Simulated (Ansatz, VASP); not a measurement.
**CoSi: VASP beside Ansatz**

File INCAR:

```
SYSTEM = CoSi
PREC = Accurate
ENCUT = 520
EDIFF = 1E-6
ISMEAR = 0
SIGMA = 0.15
LREAL = .FALSE.
LASPH = .TRUE.
NELM = 100
ALGO = Normal
ISIF = 2
LWAVE = .FALSE.
LCHARG = .FALSE.
GGA = PE
NBANDS = 36
```

KPOINTS

```
Automatic mesh
0
G
  8 8 8
  0 0 0
```

The input POSCAR:

```
CoSi
1.0
    4.4308490736      0.0000000000      0.0000000000
    0.0000000000      4.4308490736      0.0000000000
    0.0000000000      0.0000000000      4.4308490736
Co Si
4 4
Direct
    0.1331852205      0.1418899144      0.1483861473
    0.4378169278      0.8768840704      0.6214482643
    0.6331852205      0.3518520906      0.8583483235
    0.8431473967      0.6418899144      0.3583483235
    0.8313260190      0.8400307129      0.8465269458
    0.6450065982      0.1537112921      0.3465269458
    0.3313260190      0.6537112921      0.1602075250
    0.1450065982      0.3400307129      0.6602075250
```

Input for Ansatz:

```yaml
crystal:
  lattice:
    - [4.4308490736, 0.0, 0.0]
    - [0.0, 4.4308490736, 0.0]
    - [0.0, 0.0, 4.4308490736]
  atoms:
    - { symbol: Co, position: [0.1331852205, 0.1418899144, 0.1483861473] }
    - { symbol: Co, position: [0.4378169278, 0.8768840704, 0.6214482643] }
    - { symbol: Co, position: [0.6331852205, 0.3518520906, 0.8583483235] }
    - { symbol: Co, position: [0.8431473967, 0.6418899144, 0.3583483235] }
    - { symbol: Si, position: [0.831326019, 0.8400307129, 0.8465269458] }
    - { symbol: Si, position: [0.6450065982, 0.1537112921, 0.3465269458] }
    - { symbol: Si, position: [0.331326019, 0.6537112921, 0.160207525] }
    - { symbol: Si, position: [0.1450065982, 0.3400307129, 0.660207525] }
basis:
  ecutwfc: 420
kpoints:
  mp_grid: { grid: [8, 8, 8] }
hamiltonian:
  xc: pbe
scf:
  occupations: { method: gaussian, width: 0.15 }
output:
  forces: true
  stress: true
  eigenvalues: true
```

Change from the starting cell: atom 2 moved 0.45 Å.

Alike in both runs: task single point; functional PBE; k mesh 8 × 8 × 8; occupations gaussian, width 0.15 eV; no spin polarisation.

|  | VASP | Ansatz |
| --- | --- | --- |
| version | VASP 6.6.1 | Ansatz 0.2.0 |
| potentials or method | VASP PAW PBE potentials, release 64 (Co, Si), cutoff 520 eV | scalar-relativistic, plane waves, PAW |
| valence electrons in the cell | 52 | 84 |

```tsv
	VASP	Ansatz	Ansatz less VASP
gap on the k mesh at the Fermi level (eV)	none	none	-
pressure (GPa)	9.9	9.9	-0.05
traceless stress, the component that is largest in VASP (GPa)	-3.28	-3.13	+0.149
rms of the force components (eV/Å)	1.907	1.884	-0.0221
```

Atom by atom the forces differ by 0.027 eV/Å (rms over components). A gap of «none» marks a metal or a gap that the smearing closes. VASP's potentials hold 52 valence electrons a cell and Ansatz's 84, so a difference there can come from the potentials and not from the codes.
